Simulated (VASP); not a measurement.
MnS, 2 atoms in the cell. It takes space group F-43m (No. 216, cubic). Conventional cell: a = 5.644 Å, b = 5.644 Å, c = 5.644 Å, α = 90.00°, β = 90.00°, γ = 90.00°. Mn (site symmetry -43m) has 4 S at 2.44 Å within 3.2 Å. S (site symmetry -43m) has 4 Mn at 2.44 Å within 3.2 Å. 

* Program: VASP 6.6.1
* Task: single point
* Functional: PBE
* Potentials or basis: VASP PAW PBE potentials, release 64 (Mn_pv, S)
* Cutoff: 520 eV
* k mesh: 18 × 18 × 18
* Occupations: gaussian, width 0.1 eV
* Spin: collinear spin, ferromagnetic start
* Starting moments: [4.63, 0.0] μB
* Dipole correction: no
* Further INCAR settings: ALGO = Normal; EDIFF = 1e-06; NBANDS = 20

Potentials or basis: VASP PAW PBE potentials, release 64 (Mn_pv, S).

Run with:

```sh
$ cat potpaw_PBE.64/Mn_pv/POTCAR potpaw_PBE.64/S/POTCAR > POTCAR
$ mpirun -np 1 vasp_std > vasp.out
```

Hardware: 1 thread of AMD EPYC 9R45 96-Core Processor (Zen 5), with other jobs on the host.

Question: How long does it take, and how much memory?

Answer: Run time: 2.4 min on 1 thread of AMD EPYC 9R45 96-Core Processor (Zen 5) (shared host), peak memory 0.35 GiB. Counts: scf iterations 16, k points 195.
